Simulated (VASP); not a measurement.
# AlN in VASP: notebook

AlN is run at these levels: r2SCAN; tasks: single point.

Everything below comes from runs of VASP 6.6.1. Logs are shortened: lines on timing, memory, paths and dates and some standing lists are left out, and cuts for length are marked.

## (1) The cell of the first run

The structure is cubic, space group F-43m (No. 216). Conventional cell: a = 4.435 Å, b = 4.435 Å, c = 4.435 Å, α = 90.00°, β = 90.00°, γ = 90.00°. Within 2.5 Å of Al (site symmetry -43m) lie 4 N at 1.92 Å. Within 2.5 Å of N (site symmetry -43m) lie 4 Al at 1.92 Å.

## (2) Single point, r2SCAN (strain +0.015 along x and y, +0.015 along z)

Input file POSCAR:

```
AlN
1.0
    0.0000000000      2.2176741356      2.2176741356
    2.2176741356      0.0000000000      2.2176741356
    2.2176741356      2.2176741356      0.0000000000
Al N
1 1
Direct
    0.0000000000      0.0000000000      0.0000000000
    0.7500000000      0.7500000000      0.7500000000
```

Input file INCAR.step1:

```
PREC = Accurate
ENCUT = 520
ISMEAR = 0
SIGMA = 0.05
LREAL = False
LASPH = True
NELM = 80
NBANDS = 11
GGA = PE
ALGO = Normal
EDIFF = 1E-4
LWAVE = True
LCHARG = False
```

Input file INCAR.step2:

```
PREC = Accurate
ENCUT = 520
EDIFF = 1E-7
ISMEAR = 0
SIGMA = 0.05
LREAL = False
LASPH = True
NELM = 80
ALGO = Normal
ISIF = 2
LWAVE = False
LCHARG = True
METAGGA = R2SCAN
LMIXTAU = True
LELF = True
LVHAR = True
NBANDS = 11
ISTART = 1
```

Input file KPOINTS:

```
regular mesh
0
Gamma
  10 10 10
```

Potentials or basis: VASP PAW PBE potentials, release 64 (Al, N).

On the command line:

```
> cat potpaw_PBE.64/Al/POTCAR potpaw_PBE.64/N/POTCAR > POTCAR
> cp INCAR.step1 INCAR
> mpirun -np 1 vasp_std > vasp.out
> cp INCAR.step2 INCAR
> mpirun -np 1 vasp_std > vasp.out
```

OUTCAR:

```text
PREC = Accurate
   ENCUT = 520
   EDIFF = 1E-7
   ISMEAR = 0
   LREAL = False
   LASPH = True
   NELM = 80
   ISIF = 2
   METAGGA = R2SCAN
   ISTART = 1

 ion  position               nearest neighbor table
   1  0.000  0.000  0.000-   2 1.92   2 1.92   2 1.92   2 1.92
   2  0.750  0.750  0.750-   1 1.92   1 1.92   1 1.92   1 1.92

  LATTYP: Found a face centered cubic cell.
 ALAT       =     4.4353482712

  Lattice vectors:

 A1 = (   0.0000000000,   2.2176741356,   2.2176741356)
 A2 = (   2.2176741356,   0.0000000000,   2.2176741356)
 A3 = (   2.2176741356,   2.2176741356,   0.0000000000)

Analysis of symmetry for initial positions (statically):
=====================================================================
 Subroutine PRICEL returns:
 Original cell was already a primitive cell.

 Routine SETGRP: Setting up the symmetry group for a
 face centered cubic supercell.

 Subroutine GETGRP returns: Found 24 space group operations
 (whereof 24 operations were pure point group operations)
 out of a pool of 48 trial point group operations.

The static configuration has the point symmetry T_d .

Analysis of symmetry for dynamics (positions and initial velocities):
=====================================================================
 Subroutine PRICEL returns:
 Original cell was already a primitive cell.

 Routine SETGRP: Setting up the symmetry group for a
 face centered cubic supercell.

 Subroutine GETGRP returns: Found 24 space group operations
 (whereof 24 operations were pure point group operations)
 out of a pool of 48 trial point group operations.

The dynamic configuration has the point symmetry T_d .

 Subroutine INISYM returns: Found 24 space group operations
 (whereof 24 operations are pure point group operations),
 and found     1 'primitive' translations

----------------------------------------------------------------------------------------

                                     Primitive cell

  volume of cell :      21.8134

  direct lattice vectors                    reciprocal lattice vectors
     0.000000000  2.217674136  2.217674136    -0.225461438  0.225461438  0.225461438
     2.217674136  0.000000000  2.217674136     0.225461438 -0.225461438  0.225461438
     2.217674136  2.217674136  0.000000000     0.225461438  0.225461438 -0.225461438

  length of vectors
     3.136264839  3.136264839  3.136264839     0.390510666  0.390510666  0.390510666

  position of ions in fractional coordinates (direct lattice)
     0.000000000  0.000000000  0.000000000
     0.750000000  0.750000000  0.750000000

  ion indices of the primitive-cell ions
   primitive index   ion index
                 1           1
                 2           2

----------------------------------------------------------------------------------------

 KPOINTS: regular mesh

Automatic generation of k-mesh.
 Grid dimensions read from file:
 generate k-points for:   10   10   10

 Generating k-lattice:

  Cartesian coordinates                     Fractional coordinates (reciprocal lattice)
    -0.022546144  0.022546144  0.022546144     0.100000000  0.000000000  0.000000000
     0.022546144 -0.022546144  0.022546144     0.000000000  0.100000000  0.000000000
     0.022546144  0.022546144 -0.022546144     0.000000000  0.000000000  0.100000000

  Length of vectors
     0.039051067  0.039051067  0.039051067

  Shift w.r.t. Gamma in fractional coordinates (k-lattice)
     0.000000000  0.000000000  0.000000000

 Subroutine IBZKPT returns following result:
 ===========================================

 Found     47 irreducible k-points:

 Following reciprocal coordinates:
            Coordinates               Weight
  0.000000  0.000000  0.000000      1.000000
  0.100000  0.000000  0.000000      8.000000
  0.200000  0.000000  0.000000      8.000000
  0.300000  0.000000  0.000000      8.000000
  0.400000  0.000000  0.000000      8.000000
  0.500000  0.000000  0.000000      4.000000
[... 16 lines left out ...]
  0.300000  0.300000  0.000000      6.000000
  0.400000  0.300000  0.000000     24.000000
 [... further k-points ...]
   k-points           NKPTS =     47   k-points in BZ     NKDIM =     47   number of bands    NBANDS=     11
   number of dos      NEDOS =    301   number of ions     NIONS =      2
   total plane-waves  NPLWV =  13824
   dimension x,y,z NGX =    24 NGY =   24 NGZ =   24
   dimension x,y,z NGXF=    48 NGYF=   48 NGZF=   48
   ions per type =               1   1
   NGX,Y,Z   is equivalent  to a cutoff of  12.72, 12.72, 12.72 a.u.
   NGXF,Y,Z  is equivalent  to a cutoff of  25.44, 25.44, 25.44 a.u.
 SYSTEM =  unknown system
   PREC   = accura    normal or accurate (medium, high low for compatibility)
   ISTART =      1    job   : 0-new  1-cont  2-samecut
   ICHARG =      0    charge: 1-file 2-atom 10-const
   ISPIN  =      1    spin polarized calculation?
   LNONCOLLINEAR =      F non collinear calculations
   LSORBIT =      F    spin-orbit coupling
   LASPH  =      T    aspherical Exc in radial PAW
   ENCUT  =  520.0 eV  38.22 Ry    6.18 a.u.   5.83  5.83  5.83*2*pi/ulx,y,z
   NELM   =     80;   NELMIN=  2; NELMDL=  0     # of ELM steps
   EDIFF  = 0.1E-06   stopping-criterion for ELM
   LREAL  =      F    real-space projection
   EDIFFG = 0.1E-05   stopping-criterion for IOM
   NSW    =      0    number of steps for IOM
   IBRION =     -1    ionic relax: 0-MD 1-quasi-New 2-CG
   NFREE  =      0    steps in history (QN), initial steepest desc. (CG)
   ISIF   =      2    stress and relaxation
   ISYM   =      2    0-nonsym 1-usesym 2-fastsym
   POTIM  = 0.5000    time-step for ionic-motion
   TEBEG  =    0.0;   TEEND  =   0.0 temperature during run
   PSTRESS=    0.0 pullay stress
   NELECT =       8.0000    total number of electrons
   NUPDOWN=      -1.0000    fix difference up-down
   EMIN   =  10.00;   EMAX   =-10.00  energy-range for DOS
   EFERMI =   0.00;   METHOD = LEGACY
   ISMEAR =     0;   SIGMA  =   0.05  broadening in eV -4-tet -1-fermi 0-gaus
   EFERMI_NEDOS =   21; number of points for ismear=-14 and -15
   IALGO  =     38    algorithm
   IMIX   =      4    mixing-type and parameters
     AMIX     =   0.40;   BMIX     =  1.00
     AMIX_MAG =   1.60;   BMIX_MAG =  1.00
  volume/ion in A,a.u.               =      10.91        73.60
  Fermi-wavevector in a.u.,A,eV,Ry     =   1.171828  2.214433 18.683251  1.373180
  Thomas-Fermi vector in A             =   2.308266
   LORBIT       =      0    0 simple, 1 ext, 2 COOP (PROOUT), +10 PAW based schemes
   METAGGA = R2SCAN    functional components
   LHFCALC =     F    Hartree Fock is set to
   AEXX    =    0.0000 exact exchange contribution
   IVDW    =     0    specifies the selected vdW correction
   LEPSILON=     F    determine dielectric tensor
   LRPA    =     F    only Hartree local field effects (RPA)
 non-spin polarized calculation
 Gauss-broadening in eV      SIGMA  =   0.05
  energy-cutoff  :      520.00
  volume of cell :       21.81
 maximum number of plane-waves:       609
   NGX = 11   NGY = 11   NGZ = 11

 number of electron       8.0000002 magnetization

 Free energy of the ion-electron system (eV)
  ---------------------------------------------------
  ext. energy  EPLUGINS =         0.00000000
  ---------------------------------------------------
  free energy    TOTEN  =       -19.15171615 eV

  energy without entropy =      -19.15171615  energy(sigma->0) =      -19.15171615

 E-fermi :   5.5965     XC(G=0): -11.2123

 val. band max:        5.2731084814   @ k =   0.0000   0.0000   0.0000
 cond. band min:       9.1704076885   @ k =   0.5000   0.5000   0.0000
 fundamental gap:      3.8972992070
 Fermi energy:         5.5964586011

 k-point     1 :       0.0000    0.0000    0.0000
  band No.  band energies     occupation
      1     -10.2069      2.00000
      2       5.2731      2.00000
      3       5.2731      2.00000
      4       5.2731      2.00000
      5       9.7425      0.00000
      6      18.3288      0.00000
      7      18.3288      0.00000
      8      18.3288      0.00000
      9      23.4298      0.00000
     10      23.4298      0.00000
     11      25.0419      0.00000

 k-point     2 :       0.1000    0.0000    0.0000
  band No.  band energies     occupation
      1     -10.0680      2.00000
      2       4.4755      2.00000
      3       5.2218      2.00000
      4       5.2218      2.00000
      5      10.4115      0.00000
      6      17.9517      0.00000
      7      18.4637      0.00000
      8      18.4637      0.00000
      9      22.2363      0.00000
     10      22.2363      0.00000
     11      24.2570      0.00000

 k-point     3 :       0.2000    0.0000    0.0000
  band No.  band energies     occupation
      1      -9.6758      2.00000
      2       2.8905      2.00000
      3       5.0932      2.00000
      4       5.0932      2.00000
      5      11.5779      0.00000
      6      17.1756      0.00000
      7      18.3965      0.00000
      8      18.3965      0.00000
      9      21.7220      0.00000
     10      21.7220      0.00000
     11      23.3680      0.00000

 k-point     4 :       0.3000    0.0000    0.0000
  band No.  band energies     occupation
      1      -9.1146      2.00000
      2       1.2796      2.00000
      3       4.9453      2.00000
      4       4.9453      2.00000
      5      12.4698      0.00000
      6      16.4509      0.00000
      7      17.7381      0.00000
      8      17.7381      0.00000
      9      22.8049      0.00000
     10      22.8049      0.00000
     11      23.1657      0.00000

 k-point     5 :       0.4000    0.0000    0.0000
  band No.  band energies     occupation
      1      -8.5674      2.00000
      2       0.0470      2.00000
      3       4.8335      2.00000
      4       4.8335      2.00000
      5      12.9228      0.00000
      6      15.9493      0.00000
      7      17.1398      0.00000
      8      17.1398      0.00000
      9      23.6097      0.00000
     10      24.6883      0.00000
     11      24.6883      0.00000
[... 211 lines left out ...]
 k-point    21 :      -0.3000    0.2000    0.0000
  band No.  band energies     occupation
      1      -8.4211      2.00000
      2       0.7673      2.00000
      3       3.1262      2.00000
      4       4.7559      2.00000
      5      13.7325      0.00000
      6      14.7550      0.00000
      7      17.5921      0.00000
      8      18.0896      0.00000
      9      22.2515      0.00000
     10      24.6212      0.00000
     11      27.1856      0.00000

 k-point    22 :      -0.2000    0.2000    0.0000
  band No.  band energies     occupation
      1      -8.9296      2.00000
      2       1.5711      2.00000
      3       3.6209      2.00000
      4       5.0171      2.00000
      5      13.2646      0.00000
      6      15.7278      0.00000
      7      17.2165      0.00000
      8      18.2693      0.00000
      9      20.8183      0.00000
     10      24.3532      0.00000
     11      27.2165      0.00000

 k-point    23 :       0.3000    0.3000    0.0000
  band No.  band energies     occupation
      1      -8.7623      2.00000
      2       1.7883      2.00000
      3       4.0478      2.00000
      4       4.0478      2.00000
      5      11.1167      0.00000
      6      15.5267      0.00000
      7      17.6280      0.00000
      8      20.3496      0.00000
      9      20.3496      0.00000
     10      26.1840      0.00000
     11      29.5417      0.00000

 k-point    24 :       0.4000    0.3000    0.0000
  band No.  band energies     occupation
      1      -8.3418      2.00000
      2       1.1779      2.00000
      3       3.6026      2.00000
      4       3.8848      2.00000
      5      10.7296      0.00000
      6      15.3675      0.00000
      7      18.0072      0.00000
      8      20.4393      0.00000
      9      20.9714      0.00000
     10      27.1783      0.00000
     11      29.3177      0.00000

 [... further k-points ...]
[... 5 lines left out ...]
  --------------------------------------------------------------------------------------
  -------------------------------------------------------------------------------------
  Total       -1.2274835     -1.2274835     -1.2274835      0.0000000      0.0000000      0.0000000
  in kB      -90.1577460    -90.1577460    -90.1577460      0.0000000      0.0000000      0.0000000
  external PRESSURE =     -90.1577460 kB  Pullay stress =       0.0000000 kB

 VOLUME and BASIS-vectors are now :
 -----------------------------------------------------------------------------
  energy-cutoff  :      520.00
  volume of cell :       21.81
      direct lattice vectors                 reciprocal lattice vectors
     0.000000000  2.217674136  2.217674136    -0.225461438  0.225461438  0.225461438
     2.217674136  0.000000000  2.217674136     0.225461438 -0.225461438  0.225461438
     2.217674136  2.217674136  0.000000000     0.225461438  0.225461438 -0.225461438

 POSITION                                       TOTAL-FORCE (eV/Angst)
 -----------------------------------------------------------------------------------
      0.00000      0.00000      0.00000        -0.000000     -0.000000     -0.000000
      3.32651      3.32651      3.32651         0.000000      0.000000      0.000000
 -----------------------------------------------------------------------------------
    total drift:                               -0.000002     -0.000002     -0.000002

  FREE ENERGIE OF THE ION-ELECTRON SYSTEM (eV)
  ---------------------------------------------------
  free  energy   TOTEN  =       -19.1517161475 eV

  energy  without entropy=      -19.1517161475  energy(sigma->0) =      -19.15171615
```

Wall time 21 s (1 thread of Intel Xeon Platinum 8559C (Emerald Rapids), shared host); peak memory 0.14 GiB.

Results:

- Free energy: -19.1517 eV
- Pressure: -9.0 GPa
- Band gap on the k mesh: 3.90 eV, indirect (least direct gap 4.47 eV)

Caveat: the cell differs from its parent crystal (strain +0.015 along x and y, +0.015 along z); the PAW data sets were made with another functional, which shifts forces and pressure a little. A k mesh can miss the band edges.

## (3) Single point, r2SCAN (strain +0.030 along x and y, +0.030 along z)

Input file POSCAR:

```
AlN
1.0
    0.0000000000      2.2504476450      2.2504476450
    2.2504476450      0.0000000000      2.2504476450
    2.2504476450      2.2504476450      0.0000000000
Al N
1 1
Direct
    0.0000000000      0.0000000000      0.0000000000
    0.7500000000      0.7500000000      0.7500000000
```

Input file INCAR.step1:

```
SYSTEM = AlN
PREC = Accurate
ENCUT = 520
ISMEAR = 0
SIGMA = 0.05
LREAL = .FALSE.
LASPH = .TRUE.
NELM = 60
NBANDS = 11
GGA = PE
ALGO = Normal
EDIFF = 1E-4
LWAVE = .TRUE.
LCHARG = .FALSE.
```

Input file INCAR.step2:

```
SYSTEM = AlN
PREC = Accurate
ENCUT = 520
EDIFF = 1E-7
ISMEAR = 0
SIGMA = 0.05
LREAL = .FALSE.
LASPH = .TRUE.
NELM = 60
ALGO = Normal
ISIF = 2
LWAVE = .FALSE.
LCHARG = .TRUE.
METAGGA = R2SCAN
LMIXTAU = .TRUE.
LELF = .TRUE.
LVHAR = .TRUE.
NBANDS = 11
ISTART = 1
```

Input file KPOINTS:

```
regular mesh
0
G
  10 10 10
  0 0 0
```

Potentials or basis: VASP PAW PBE potentials, release 64 (Al, N).

On the command line:

```
> cat potpaw_PBE.64/Al/POTCAR potpaw_PBE.64/N/POTCAR > POTCAR
> cp INCAR.step1 INCAR
> mpirun -np 1 vasp_std > vasp.out
> cp INCAR.step2 INCAR
> mpirun -np 1 vasp_std > vasp.out
```

Wall time 21 s (1 thread of Intel Xeon Platinum 8559C (Emerald Rapids), shared host); peak memory 0.14 GiB.

The run converged. Its results:

| Property | Result |
| --- | --- |
| Free energy | -19.0746 eV |
| Pressure | -16.1 GPa |
| Band gap on the k mesh | 3.86 eV, indirect (least direct gap 4.08 eV) |

Levels at points of the mesh, in eV from the valence-band top:
```tsv
k point	band 2	band 3	band 4	band 5	band 6	band 7
(0.00, 0.00, 0.00)	0.00	0.00	0.00	4.08	12.62	12.62
(0.50, 0.00, 0.00)	-5.53	-0.48	-0.48	7.37	10.17	11.37
(0.50, 0.50, 0.00)	-4.68	-1.71	-1.71	3.86	8.90	13.97
```

Caveat: the cell differs from its parent crystal (strain +0.030 along x and y, +0.030 along z); the PAW data sets were made with another functional, which shifts forces and pressure a little. A k mesh can miss the band edges.

(Part 1 of 3 ends here.)
